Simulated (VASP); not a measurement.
A run of VASP 6.6.1 is set up as follows.

File INCAR:

```
PREC     = Accurate       # precision mode
ENCUT    = 520            # plane-wave cutoff, eV
EDIFF    = 1E-6           # SCF threshold, eV
ISMEAR   = 0              # smearing method
SIGMA    = 0.1            # smearing width, eV
LREAL    = False          # projectors in reciprocal space
LASPH    = True           # aspherical terms in the spheres
NELM     = 80             # most SCF steps
ALGO     = Fast           # electronic algorithm
ISIF     = 2              # what is computed and relaxed
LWAVE    = False          # write WAVECAR
LCHARG   = False          # write CHGCAR
GGA      = PS             # functional
NBANDS   = 32             # bands
```

The input KPOINTS:

```
regular mesh
0
Gamma
  10 10 14
```

POSCAR

```
Hg
1.0
    2.7636102277     -5.6628607062      0.0000000000
    2.7636102277      5.6628607062      0.0000000000
    0.0000000000      0.0000000000      3.0674832265
Hg
4
Direct
    0.3707786833      0.6292213167      0.4999899503
    0.8707786833      0.1292213167      1.0000100497
    0.1292213167      0.8707786833     -0.0000100497
    0.6292213167      0.3707786833      0.5000100497
```

Potentials or basis: VASP PAW PBE potentials, release 64 (Hg).

Command:

```console
$ cat potpaw_PBE.64/Hg/POTCAR > POTCAR
$ mpirun -np 1 vasp_std > vasp.out
```

(1) Predict the largest force.

(2) Estimate the band gap on the k mesh.

(3) What does it give for the pressure?

## Answers

(1) 0.005 eV/Å.

(2) zero (bands 24 and 25 overlap by 2.84 eV).

(3) 0.4 GPa.

Caveat: the PAW data sets were made with another functional, which shifts forces and pressure a little; spin-orbit coupling is left out, which moves the levels of the heavy elements.
